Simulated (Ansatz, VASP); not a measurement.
NaCl in VASP and in Ansatz

```
Na Cl
1.0
     1.97700   -3.42595    0.00000
     1.97700    3.42595    0.00000
     0.00000    0.00000    6.84296
Na Cl
2 2
Direct
  0.50000 0.50000 0.50000
  0.50000 0.50000 0.00000
  0.83339 0.16661 0.25000
  0.16661 0.83339 0.75000
```

Change from the starting cell: the structure that the rattled cell fell into.

Alike in both runs: functional PBE; k mesh 6 × 6 × 4; occupations gaussian, width 0.02 eV; no spin polarisation.

Ansatz relaxed the structure, and its values are those at the end. VASP's run is a single point on that final structure, the one shown.

|  | VASP | Ansatz |
| --- | --- | --- |
| version | VASP 6.6.1 | Ansatz 0.2.0 |
| potentials or method | VASP PAW PBE potentials, release 64 (Na_pv, Cl), cutoff 520 eV | scalar-relativistic, plane waves, PAW |
| valence electrons in the cell | 28 | 32 |

```tsv
	VASP	Ansatz	Ansatz less VASP
gap on the k mesh at the Fermi level (eV)	4.89	4.89	0.000
least direct gap on the mesh (eV)	4.89	4.89	0.000
pressure (GPa)	0.0	0.0	+0.03
```

VASP's potentials hold 28 valence electrons a cell and Ansatz's 32, so a difference there can come from the potentials and not from the codes.
